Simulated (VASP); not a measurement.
# AlCo (Pm-3m) in VASP: further runs, part 2 of 2

VASP 6.6.1.

### Step 4. Single point, PBE, collinear spin, ferromagnetic start

This run uses another cell than the first one, of 10.98 Å³/atom, 1.043 times its volume.

Contents of INCAR:

```
PREC = Accurate
ENCUT = 520
EDIFF = 1E-6
ISMEAR = -1
SIGMA = 0.1
LREAL = F
LASPH = T
NELM = 150
ALGO = Normal
ISIF = 2
LWAVE = F
LCHARG = F
ISPIN = 2
MAGMOM = 0 2.5
LORBIT = 11
LMAXMIX = 4
GGA = PE
NBANDS = 17
```

Contents of KPOINTS:

```
Automatic mesh
0
Gamma
  10 10 10
```

Contents of POSCAR:

```
AlCo
1.0
    2.8004802621      0.0000000000      0.0000000000
    0.0000000000      2.8004802621      0.0000000000
    0.0000000000      0.0000000000      2.8004802621
Al Co
1 1
Direct
    0.0000000000      0.0000000000      0.0000000000
    0.5000000000      0.5000000000      0.5000000000
```

Potentials or basis: VASP PAW PBE potentials, release 64 (Al, Co).

Started as:

```sh
> cat potpaw_PBE.64/Al/POTCAR potpaw_PBE.64/Co/POTCAR > POTCAR
> mpirun -np 1 vasp_std > vasp.out
```

OUTCAR:

```text
PREC = Accurate
   ENCUT = 520
   EDIFF = 1E-6
   ISMEAR = -1
   LREAL = F
   LASPH = T
   NELM = 150
   ISIF = 2
   ISPIN = 2
   LORBIT = 11
   GGA = PE

 ion  position               nearest neighbor table
   1  0.000  0.000  0.000-   2 2.43   2 2.43   2 2.43   2 2.43   2 2.43   2 2.43   2 2.43   2 2.43

   2  0.500  0.500  0.500-   1 2.43   1 2.43   1 2.43   1 2.43   1 2.43   1 2.43   1 2.43   1 2.43

  LATTYP: Found a simple cubic cell.
 ALAT       =     2.8004802621

  Lattice vectors:

 A1 = (   2.8004802621,   0.0000000000,   0.0000000000)
 A2 = (   0.0000000000,   2.8004802621,   0.0000000000)
 A3 = (   0.0000000000,   0.0000000000,   2.8004802621)

Analysis of symmetry for initial positions (statically):
=====================================================================
 Subroutine PRICEL returns:
 Original cell was already a primitive cell.

 Routine SETGRP: Setting up the symmetry group for a
 simple cubic supercell.

 Subroutine GETGRP returns: Found 48 space group operations
[... 667 lines left out ...]

 [... further k-points ...]

 spin component 2

 k-point     1 :       0.0000    0.0000    0.0000
  band No.  band energies     occupation
      1      -0.1387      1.00000
      2       8.0912      1.00000
      3       8.0912      1.00000
      4      10.3871      0.99983
      5      10.3871      0.99983
      6      10.3871      0.99983
[... 459 lines left out ...]
      6      10.2675      0.99995
[... 9 lines left out ...]
     16      33.0241      0.00000
     17      34.0620      0.00000

 [... further k-points ...]
[... 5 lines left out ...]
  --------------------------------------------------------------------------------------
  -------------------------------------------------------------------------------------
  Total        1.5180708      1.5180708      1.5180708     -0.0000000      0.0000000      0.0000000
  in kB      110.7401370    110.7401370    110.7401370     -0.0000000      0.0000000      0.0000000
  external PRESSURE =     110.7401370 kB  Pullay stress =       0.0000000 kB

 VOLUME and BASIS-vectors are now :
 -----------------------------------------------------------------------------
  energy-cutoff  :      520.00
  volume of cell :       21.96
      direct lattice vectors                 reciprocal lattice vectors
     2.800480262  0.000000000  0.000000000     0.357081610  0.000000000  0.000000000
     0.000000000  2.800480262  0.000000000     0.000000000  0.357081610  0.000000000
     0.000000000  0.000000000  2.800480262     0.000000000  0.000000000  0.357081610

 POSITION                                       TOTAL-FORCE (eV/Angst)
 -----------------------------------------------------------------------------------
      0.00000      0.00000      0.00000         0.000000      0.000000      0.000000
      1.40024      1.40024      1.40024         0.000000      0.000000      0.000000
 -----------------------------------------------------------------------------------
    total drift:                                0.000000     -0.000000     -0.000000

  FREE ENERGIE OF THE ION-ELECTRON SYSTEM (eV)
  ---------------------------------------------------
  free  energy   TOTEN  =       -11.9630849877 eV

  energy  without entropy=      -11.9371095991  energy(sigma->0) =      -11.95009729

 total charge

# of ion       s       p       d       tot
------------------------------------------
    1        0.401   0.453   0.000   0.855
    2        0.455   0.553   7.546   8.554
--------------------------------------------------
tot          0.857   1.006   7.546   9.409

 magnetization (x)

# of ion       s       p       d       tot
------------------------------------------
    1       -0.000  -0.000   0.000  -0.000
    2       -0.000  -0.000   0.001   0.001
--------------------------------------------------
tot         -0.000  -0.000   0.001   0.001
```

OSZICAR:

```text
N       E                     dE             d eps       ncg     rms          rms(c)
DAV:   1     0.383486043984E+02    0.38349E+02   -0.47258E+03  3936   0.727E+02
DAV:   2    -0.109903291714E+02   -0.49339E+02   -0.44025E+02  4312   0.152E+02
DAV:   3    -0.130029770927E+02   -0.20126E+01   -0.19850E+01  4622   0.326E+01
DAV:   4    -0.130315688388E+02   -0.28592E-01   -0.28577E-01  4564   0.344E+00
DAV:   5    -0.130324199976E+02   -0.85116E-03   -0.85111E-03  4805   0.647E-01    0.144E+01
DAV:   6    -0.155193295343E+02   -0.24869E+01   -0.40841E+01  4295   0.715E+01    0.159E+01
DAV:   7    -0.119729385561E+02    0.35464E+01   -0.22311E+01  4444   0.456E+01    0.275E+00
DAV:   8    -0.119734706736E+02   -0.53212E-03   -0.18846E-01  4632   0.294E+00    0.134E+00
DAV:   9    -0.119640001994E+02    0.94705E-02   -0.38959E-02  5181   0.140E+00    0.862E-01
DAV:  10    -0.119630915489E+02    0.90865E-03   -0.24834E-03  5100   0.346E-01    0.199E-01
DAV:  11    -0.119630930125E+02   -0.14636E-05   -0.86868E-05  4770   0.660E-02    0.110E-01
DAV:  12    -0.119630832301E+02    0.97824E-05   -0.14514E-05  4583   0.350E-02    0.466E-02
DAV:  13    -0.119630847960E+02   -0.15659E-05   -0.48257E-06  4122   0.205E-02    0.924E-03
DAV:  14    -0.119630849877E+02   -0.19172E-06   -0.38919E-07  2179   0.468E-03
   1 F= -.11963085E+02 E0= -.11950097E+02  d E =-.259754E-01  mag=     0.0004
```

stdout:

```text
POSCAR found type information on POSCAR AlCo
 POSCAR found :  2 types and       2 ions
 scaLAPACK will be used
 LDA part: xc-table for (Slater+PW92), standard interpolation
 POSCAR, INCAR and KPOINTS ok, starting setup
 FFT: planning ... GRIDC
 FFT: planning ... GRID_SOFT
 FFT: planning ... GRID
 WAVECAR not read
 entering main loop
```

Wall time 13 s (1 thread of Intel Xeon 6975P-C (Granite Rapids), shared host); peak memory 0.17 GiB.

What came out:

- Free energy: -11.9631 eV
- Pressure: 11.1 GPa
- Band gap on the k mesh: zero (filled and empty bands overlap)
- Net moment: 0.00 μB per cell
- Valence electrons inside the program's atomic spheres: Al 0.85; Co 8.55

Caveat: the starting moments collapsed, and a magnetic state may lie lower.

### Step 5. Single point, PBE, collinear spin, ferromagnetic start

This run uses another cell than the first one, of 11.43 Å³/atom, 1.085 times its volume.

Contents of INCAR:

```
SYSTEM = AlCo
PREC = Accurate ; ENCUT = 520
EDIFF = 1E-6 ; ISMEAR = -1
SIGMA = 0.1 ; LREAL = .False.
LASPH = .True. ; NELM = 150
ALGO = Normal ; ISIF = 2
LWAVE = .False. ; LCHARG = .True.
ISPIN = 2 ; MAGMOM = 0 2.5
LORBIT = 11 ; LMAXMIX = 4
GGA = PE ; LELF = .True.
LVHAR = .True. ; NBANDS = 17
```

Contents of KPOINTS:

```
regular mesh
0
Gamma
  10 10 10
  0 0 0
```

Contents of POSCAR:

```
AlCo
1.0
    2.8380750872      0.0000000000      0.0000000000
    0.0000000000      2.8380750872      0.0000000000
    0.0000000000      0.0000000000      2.8380750872
Al Co
1 1
Direct
    0.0000000000      0.0000000000      0.0000000000
    0.5000000000      0.5000000000      0.5000000000
```

Started as:

```sh
> cat potpaw_PBE.64/Al/POTCAR potpaw_PBE.64/Co/POTCAR > POTCAR
> mpirun -np 1 vasp_std > vasp.out
```

Run time: 15 s. Hardware: 1 thread of Intel Xeon 6975P-C (Granite Rapids), shared host; peak memory 0.17 GiB.

It converged, with:

```
Free energy                                           : -12.0009 eV
Pressure                                              : 2.8 GPa
Band gap on the k mesh                                : zero (filled and empty bands overlap)
Net moment                                            : 0.00 μB per cell
Valence electrons inside the program's atomic spheres : Al 0.83; Co 8.47
```

Levels at points of the mesh, in eV from the Fermi level:
Spin up:
| k point | band 2 | band 3 | band 4 | band 5 | band 6 | band 7 | band 8 | band 9 | band 10 | band 11 |
| --- | --- | --- | --- | --- | --- | --- | --- | --- | --- | --- |
| (0.00, 0.00, 0.00) | -2.97 | -2.97 | -0.81 | -0.81 | -0.81 | 6.08 | 6.08 | 6.08 | 8.83 | 8.83 |
| (0.50, 0.00, 0.00) | -6.64 | -2.37 | -1.70 | -1.70 | -0.70 | 0.23 | 8.47 | 10.73 | 10.73 | 11.82 |
| (0.50, 0.50, 0.00) | -3.06 | -2.66 | -2.66 | -1.49 | -1.49 | -0.20 | 2.51 | 3.57 | 12.94 | 16.00 |
| (0.50, 0.50, 0.50) | -3.95 | -3.95 | -0.16 | -0.16 | 2.44 | 2.44 | 2.44 | 4.28 | 5.43 | 5.43 |
Spin down:
| k point | band 4 | band 5 | band 6 | band 7 | band 8 | band 9 |
| --- | --- | --- | --- | --- | --- | --- |
| (0.00, 0.00, 0.00) | -0.81 | -0.81 | -0.81 | 6.08 | 6.08 | 6.08 |
| (0.50, 0.00, 0.00) | -1.70 | -1.70 | -0.70 | 0.23 | 8.47 | 10.73 |
| (0.50, 0.50, 0.00) | -2.66 | -1.49 | -1.49 | -0.20 | 2.51 | 3.57 |
| (0.50, 0.50, 0.50) | -0.16 | -0.16 | 2.44 | 2.44 | 2.44 | 4.28 |

Caveat: the starting moments collapsed, and a magnetic state may lie lower.
